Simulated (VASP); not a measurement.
ZnSe, 2 atoms in the cell. The structure is cubic, space group F-43m (No. 216). The conventional cell has a = 5.567 Å, b = 5.567 Å, c = 5.567 Å, α = 90.00°, β = 90.00°, γ = 90.00°. Within 3.2 Å of Zn (site symmetry -43m) lie 4 Se at 2.41 Å. Within 3.2 Å of Se (site symmetry -43m) lie 4 Zn at 2.41 Å. 

| Item | Value |
| --- | --- |
| Program | VASP 6.6.1 |
| Task | single point |
| Functional | LDA |
| Potentials or basis | VASP PAW LDA potentials, release 64 (Zn, Se) |
| Cutoff | 520 eV |
| k mesh | 10 × 10 × 10 |
| Occupations | gaussian, width 0.05 eV |
| Spin | no spin polarisation |
| Dipole correction | no |
| Further INCAR settings | ALGO = Normal; EDIFF = 1e-06; NBANDS = 16 |

Potentials or basis: VASP PAW LDA potentials, release 64 (Zn, Se).

The run is started by

```console
$ cat potpaw_LDA.64/Zn/POTCAR potpaw_LDA.64/Se/POTCAR > POTCAR
$ mpirun -np 1 vasp_std > vasp.out
```

Hardware: 1 thread of Intel(R) Xeon(R) 6975P-C (Granite Rapids), on a shared host.

Question: Estimate the wall time of this run.

Answer: Run time: 13 s on 1 thread of Intel(R) Xeon(R) 6975P-C (Granite Rapids) (shared host), peak memory 0.17 GiB. Counts: scf iterations 12, k points 47.
